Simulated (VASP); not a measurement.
# Sn (P3_121) in VASP: relaxation of cell and atoms with r2SCAN

Aim: the relaxation of cell and atoms of Sn with r2SCAN.

Program: VASP 6.6.1. These are calculated values, not measurements. Logs are shortened: lines on timing, memory, paths and dates and some standing lists are left out, and cuts for length are marked.

## (1) The cell of the first run

It takes space group P3_121 (No. 152, trigonal). The conventional cell has a = 4.797 Å, b = 4.797 Å, c = 5.443 Å, α = 90.00°, β = 90.00°, γ = 120.00°. Within 3.4 Å of Sn (site symmetry 2) lie 2 Sn at 2.61 Å.

## (2) Relaxation of cell and atoms, r2SCAN

POSCAR

```
Sn
1.0
    4.7973205750      0.0000000000      0.0000000000
   -2.3986602875      4.1546014881      0.0000000000
    0.0000000000      0.0000000000      5.4427207820
Sn
3
Direct
    0.2254000000      0.0000000000      0.3333333333
    0.0000000000      0.2254000000      0.6666666667
    0.7746000000      0.7746000000      0.0000000000
```

INCAR.step1

```
ALGO = Normal
EDIFF = 1E-4
ENCUT = 600
GGA = PE
ISMEAR = 0
LASPH = True
LCHARG = False
LREAL = False
LWAVE = True
NELM = 100
PREC = Accurate
SIGMA = 0.1
```

INCAR.step2

```
ALGO = Normal
EDIFF = 1E-6
EDIFFG = -0.04
ENCUT = 600
IBRION = 2
ISIF = 3
ISMEAR = 0
ISTART = 1
LASPH = True
LCHARG = False
LMIXTAU = True
LREAL = False
LWAVE = False
METAGGA = R2SCAN
NELM = 100
NSW = 90
PREC = Accurate
SIGMA = 0.1
```

KPOINTS

```
k-points
0
Gamma
  6 6 4
```

Potentials or basis: VASP PAW PBE potentials, release 64 (Sn_d).

Run with:

```sh
> cat potpaw_PBE.64/Sn_d/POTCAR > POTCAR
> cp INCAR.step1 INCAR
> mpirun -np 1 vasp_std > vasp.out
> cp INCAR.step2 INCAR
> mpirun -np 1 vasp_std > vasp.out
```

OUTCAR:

```text
EDIFF = 1E-6
   EDIFFG = -0.04
   ENCUT = 600
   IBRION = 2
   ISIF = 3
   ISMEAR = 0
   ISTART = 1
   LASPH = True
   LREAL = False
   METAGGA = R2SCAN
   NELM = 100
   NSW = 90
   PREC = Accurate

 ion  position               nearest neighbor table
   1  0.225  0.000  0.333-   3 2.61   2 2.61
   2  0.000  0.225  0.667-   3 2.61   1 2.61
   3  0.775  0.775  0.000-   1 2.61   2 2.61

  LATTYP: Found a hexagonal cell.
 ALAT       =     4.7973205750
 C/A-ratio  =     1.1345334749

  Lattice vectors:

 A1 = (   4.7973205750,   0.0000000000,   0.0000000000)
 A2 = (  -2.3986602875,   4.1546014881,   0.0000000000)
 A3 = (   0.0000000000,   0.0000000000,   5.4427207820)

Analysis of symmetry for initial positions (statically):
=====================================================================
 Subroutine PRICEL returns:
 Original cell was already a primitive cell.

 Routine SETGRP: Setting up the symmetry group for a
 hexagonal supercell.

 Subroutine GETGRP returns: Found  6 space group operations
 (whereof  2 operations were pure point group operations)
 out of a pool of 24 trial point group operations.

The static configuration has the point symmetry C_2 .
 The point group associated with its full space group is D_3 .

Analysis of symmetry for dynamics (positions and initial velocities):
=====================================================================
 Subroutine PRICEL returns:
 Original cell was already a primitive cell.

 Routine SETGRP: Setting up the symmetry group for a
 hexagonal supercell.

 Subroutine GETGRP returns: Found  6 space group operations
 (whereof  2 operations were pure point group operations)
 out of a pool of 24 trial point group operations.

The dynamic configuration has the point symmetry C_2 .
 The point group associated with its full space group is D_3 .

 Subroutine INISYM returns: Found  6 space group operations
 (whereof  2 operations are pure point group operations),
 and found     1 'primitive' translations

----------------------------------------------------------------------------------------

                                     Primitive cell

  volume of cell :     108.4786

  direct lattice vectors                    reciprocal lattice vectors
     4.797320575  0.000000000  0.000000000     0.208449693  0.120348486  0.000000000
    -2.398660287  4.154601488  0.000000000     0.000000000  0.240696972  0.000000000
     0.000000000  0.000000000  5.442720782     0.000000000  0.000000000  0.183731637

  length of vectors
     4.797320575  4.797320575  5.442720782     0.240696972  0.240696972  0.183731637

[... 100 lines left out ...]
     AMIX     =   0.40;   BMIX     =  1.00
     AMIX_MAG =   1.60;   BMIX_MAG =  1.00
  volume/ion in A,a.u.               =      36.16       244.02
  Fermi-wavevector in a.u.,A,eV,Ry     =   1.193191  2.254804 19.370671  1.423704
  Thomas-Fermi vector in A             =   2.329211
   LORBIT       =      0    0 simple, 1 ext, 2 COOP (PROOUT), +10 PAW based schemes
   METAGGA = R2SCAN    functional components
   LHFCALC =     F    Hartree Fock is set to
   AEXX    =    0.0000 exact exchange contribution
   IVDW    =     0    specifies the selected vdW correction
   LEPSILON=     F    determine dielectric tensor
   LRPA    =     F    only Hartree local field effects (RPA)
 conjugate gradient relaxation of ions
 non-spin polarized calculation
 Gauss-broadening in eV      SIGMA  =   0.10
  energy-cutoff  :      600.00
  volume of cell :      108.48
 maximum number of plane-waves:      3658
 NGX is ok and might be reduce to    40
   NGX = 19   NGY = 19   NGZ = 21

--------------------------------------- Ionic step        1  -------------------------------------------

 number of electron      42.0000008 magnetization

 Free energy of the ion-electron system (eV)
  ---------------------------------------------------
  ext. energy  EPLUGINS =         0.00000000
  ---------------------------------------------------
  free energy    TOTEN  =       -71.90114553 eV

  energy without entropy =      -71.89609342  energy(sigma->0) =      -71.89861948

------------------------ aborting loop because EDIFF is reached ----------------------------------------

  FORCE on cell =-STRESS in cart. coord.  units (eV):
  Direction    XX          YY          ZZ          XY          YZ          ZX
  --------------------------------------------------------------------------------------
  -------------------------------------------------------------------------------------
  Total        2.1614380      2.1614380      3.3370774      0.0000000      0.0000000      0.0000000
  in kB       31.9234047     31.9234047     49.2870355      0.0000000      0.0000000      0.0000000
  external PRESSURE =      37.7112816 kB  Pullay stress =       0.0000000 kB
[... 92 lines left out ...]
  FREE ENERGIE OF THE ION-ELECTRON SYSTEM (eV)
  ---------------------------------------------------
  free  energy   TOTEN  =       -72.5589094539 eV

  energy  without entropy=      -72.5543472640  energy(sigma->0) =      -72.55662836

 E-fermi :   4.8139     XC(G=0):  -9.5543

 val. band max:        4.7929028005   @ k =   0.0000   0.0000   0.2500
 cond. band min:       4.8380845388   @ k =   0.5000   0.0000   0.5000
 fundamental gap:      0.0451817383
 Fermi energy:         4.8138622558

 k-point     1 :       0.0000    0.0000    0.0000
  band No.  band energies     occupation
      1     -17.4319      2.00000
      2     -17.4319      2.00000
      3     -17.3216      2.00000
      4     -17.2865      2.00000
      5     -17.2864      2.00000
      6     -17.2791      2.00000
[... 661 lines left out ...]
     24       8.4815      0.00000
     25       9.8940      0.00000

[... ionic steps 4 to 22 ...]

--------------------------------------- Ionic step       23  -------------------------------------------

 number of electron      41.9999996 magnetization

------------------------ aborting loop because EDIFF is reached ----------------------------------------
[... 69 lines left out ...]
--------------------------------------- Ionic step       25  -------------------------------------------

 number of electron      42.0000002 magnetization

 Free energy of the ion-electron system (eV)
  ---------------------------------------------------
  ext. energy  EPLUGINS =         0.00000000
  ---------------------------------------------------
  free energy    TOTEN  =       -73.81193532 eV

  energy without entropy =      -73.80153813  energy(sigma->0) =      -73.80673672

 E-fermi :   7.0691     XC(G=0): -10.8360

 val. band max:        7.0610852250   @ k =   0.1667   0.1667   0.2500
 cond. band min:       7.2489247341   @ k =  -0.1667   0.5000   0.2500
 fundamental gap:      0.1878395091
 Fermi energy:         7.0691302101

 k-point     1 :       0.0000    0.0000    0.0000
  band No.  band energies     occupation
      1     -15.0856      2.00000
      2     -15.0856      2.00000
      3     -14.8397      2.00000
      4     -14.8397      2.00000
      5     -14.8243      2.00000
      6     -14.8238      2.00000
[... 691 lines left out ...]
  FREE ENERGIE OF THE ION-ELECTRON SYSTEM (eV)
  ---------------------------------------------------
  free  energy   TOTEN  =       -73.8119353159 eV

  energy  without entropy=      -73.8015381287  energy(sigma->0) =      -73.80673672

 reached required accuracy - stopping structural energy minimisation
```

Run time: 39 min. Hardware: 1 thread of Intel Xeon 6975P-C (Granite Rapids), shared host; peak memory 0.39 GiB.

Results:

```yaml
Free_energy: -73.8119 eV
Relaxed_volume: 28.50 Å³/atom
Relaxed_cell: a = 4.330 Å, b = 4.330 Å, c = 5.264 Å, α = 90.00°, β = 90.00°, γ = 120.00°
Space_group_after_relaxing_to_0.05_Å: Pm-3m (No. 221)
Energy_gained_by_relaxing: 636.9 meV/atom
Ionic_steps: 25
Pressure_after_relaxing: 0.1 GPa
Largest_force_after_relaxing: 0.033 eV/Å
Band_gap_on_the_k_mesh: zero (band 21 reaches 8.38 eV, above the bottom of band 22 at 5.73 eV)
```

Forces in eV/Å, atoms in the order of the input:
```
Sn  -0.033  0.000  0.000
Sn   0.016 -0.028  0.000
Sn   0.016  0.028  0.000
```

The path:
| step | energy change (eV) | largest force (eV/Å) | pressure (GPa) | volume (Å³) |
| --- | --- | --- | --- | --- |
| 1 | 0.0000 | 3.1151 | 3.77 | 108.48 |
| 2 | -0.6404 | 0.4938 | -4.57 | 122.38 |
| 3 | -0.6578 | 0.7775 | -3.74 | 120.04 |
| 4 | -1.1126 | 0.7668 | -3.65 | 108.83 |
| 5 | -1.7381 | 0.3674 | 5.22 | 79.31 |
| 6 | -1.7692 | 0.6191 | 0.34 | 87.26 |
| 7 | -1.7909 | 0.5460 | 1.99 | 83.95 |
| 8 | -1.8705 | 0.0470 | 0.25 | 85.18 |
| 9 | -1.8731 | 0.0198 | 0.08 | 85.37 |
| 10 | -1.8757 | 0.0053 | -0.18 | 85.74 |
| 11 | -1.8750 | 0.0330 | -0.42 | 86.49 |
| 12 | -1.8762 | 0.0139 | -0.31 | 86.04 |
| 13 | -1.8877 | 0.0535 | 0.38 | 85.03 |
| 14 | -1.8916 | 0.0805 | 0.88 | 84.28 |
| 15 | -1.8984 | 0.0896 | 0.30 | 85.20 |
| 16 | -1.8997 | 0.0997 | 0.05 | 85.60 |
| 17 | -1.9009 | 0.1092 | -0.41 | 86.40 |
| 18 | -1.9009 | 0.1084 | -0.31 | 86.22 |
| 19 | -1.9009 | 0.1094 | -0.33 | 86.30 |
| 20 | -1.9036 | 0.1046 | -0.19 | 86.03 |
| 21 | -1.9040 | 0.1036 | -0.16 | 85.90 |
| 22 | -1.9040 | 0.1033 | -0.07 | 85.84 |
| 23 | -1.9060 | 0.0910 | 0.02 | 85.63 |
| 24 | -1.9094 | 0.0479 | 0.37 | 84.98 |
| 25 | -1.9108 | 0.0327 | 0.05 | 85.49 |

Final structure:
```yaml
crystal:
  lattice:
    - [4.33050, 0.00000, 0.00000]
    - [-2.16525, 3.75032, 0.00000]
    - [0.00000, 0.00000, 5.26391]
  atoms:
    - { symbol: Sn, position: [0.33593, 0.00000, 0.33333] }
    - { symbol: Sn, position: [0.00000, 0.33593, 0.66667] }
    - { symbol: Sn, position: [0.66407, 0.66407, 0.00000] }
```

Levels at points of the mesh, in eV from the Fermi level:
```
           k point  band 17  band 18  band 19  band 20  band 21  band 22  band 23  band 24  band 25
(0.00, 0.00, 0.00)    -5.62    -5.62     0.49     0.55     0.55     0.62     2.42     2.42     5.84
(0.50, 0.00, 0.00)    -8.38    -4.39    -2.25    -2.18    -1.37    -1.34     3.33     3.90     3.92
(0.00, 0.00, 0.50)    -9.76    -0.20     0.21     0.21     0.32     2.59     2.64     2.64     2.69
(0.50, 0.00, 0.50)    -7.05    -7.01    -4.72    -0.61    -0.60     0.34     0.35     5.74     5.78
```

Caveat: the volume moved by over 15 % at a fixed basis, so the end points are rough; the PAW data sets were made with another functional, which shifts forces and pressure a little; spin-orbit coupling is left out, which moves the levels of the heavy elements.
